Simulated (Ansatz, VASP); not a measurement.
## Two plane-wave programs on PbS

Contents of POSCAR:

```
PbS
1.0
    3.6536590000      0.0000000000      0.0000000000
    0.0000000000      3.6536590000      0.0000000000
    0.0000000000      0.0000000000      3.6536590000
Pb S
1 1
Direct
    0.0000000000      0.0000000000      0.0000000000
    0.5000000000      0.5000000000      0.5000000000
```

The input INCAR.step1:

```
SYSTEM = PbS
PREC = Accurate
ENCUT = 520
ISMEAR = -1
SIGMA = 0.05
LREAL = .FALSE.
LASPH = .TRUE.
NELM = 150
LNONCOLLINEAR = .TRUE.
MAGMOM = 0 0 0 0 0 0
LSORBIT = .TRUE.
GGA_COMPAT = .FALSE.
NBANDS = 32
GGA = PE
ALGO = Normal
EDIFF = 1E-4
LWAVE = .TRUE.
LCHARG = .FALSE.
```

INCAR.step2

```
SYSTEM = PbS
PREC = Accurate
ENCUT = 520
EDIFF = 1E-6
ISMEAR = -1
SIGMA = 0.05
LREAL = .FALSE.
LASPH = .TRUE.
NELM = 150
ALGO = Normal
ISIF = 2
LWAVE = .FALSE.
LCHARG = .TRUE.
LNONCOLLINEAR = .TRUE.
MAGMOM = 0 0 0 0 0 0
LORBIT = 11
LSORBIT = .TRUE.
GGA_COMPAT = .FALSE.
LORBMOM = .TRUE.
METAGGA = R2SCAN
LMIXTAU = .TRUE.
LVHAR = .TRUE.
NBANDS = 32
ISTART = 1
```

KPOINTS

```
regular mesh
0
G
  7 7 7
  0 0 0
```

The input input.yaml:

```yaml
crystal:
  lattice:
    - [3.653659, 0.0, 0.0]
    - [0.0, 3.653659, 0.0]
    - [0.0, 0.0, 3.653659]
  atoms:
    - { symbol: Pb, position: [0.0, 0.0, 0.0] }
    - { symbol: S, position: [0.5, 0.5, 0.5] }
hamiltonian:
  xc: r2scan
  pseudopotentials: { kind: paw_fr }
magnetization:
  noncollinear: true
  spin_orbit: true
kpoints:
  mp_grid: { grid: [7, 7, 7] }
  band_path:
    path:
      - [[0.0, 0.0, 0.0], [0.0, 0.5, 0.0], [0.5, 0.5, 0.0], [0.0, 0.0, 0.0], [0.5, 0.5, 0.5], [0.0, 0.5, 0.0]]
      - [[0.5, 0.5, 0.0], [0.5, 0.5, 0.5]]
    npoints: 14
scf:
  occupations: { method: fermi_dirac, width: 0.05 }
  n_extra_bands: 6
output:
  forces: true
  stress: true
  eigenvalues: true
  fatbands: false
```

Alike in both runs: functional r2SCAN; k mesh 7 × 7 × 7; occupations fermi-dirac, width 0.05 eV; non-collinear spin, spin-orbit coupling.

|  | VASP | Ansatz |
| --- | --- | --- |
| version | VASP 6.6.1 | Ansatz 0.2.0 |
| potentials or method | VASP PAW PBE potentials, release 64 (Pb_d, S) | Ansatz PAW |
| plane-wave cutoff (eV) | 520 | 500 |
| valence electrons in the cell | 20 | 20 |
| task | single point | band structure |

|  | VASP | Ansatz | Ansatz less VASP |
| --- | --- | --- | --- |
| pressure (GPa) | -1.2 | -1.2 | 0.00 |
| net moment per atom (μB) | 0.00 | 0.00 | 0.000 |

VASP's potentials were made for PBE, not for r2SCAN.
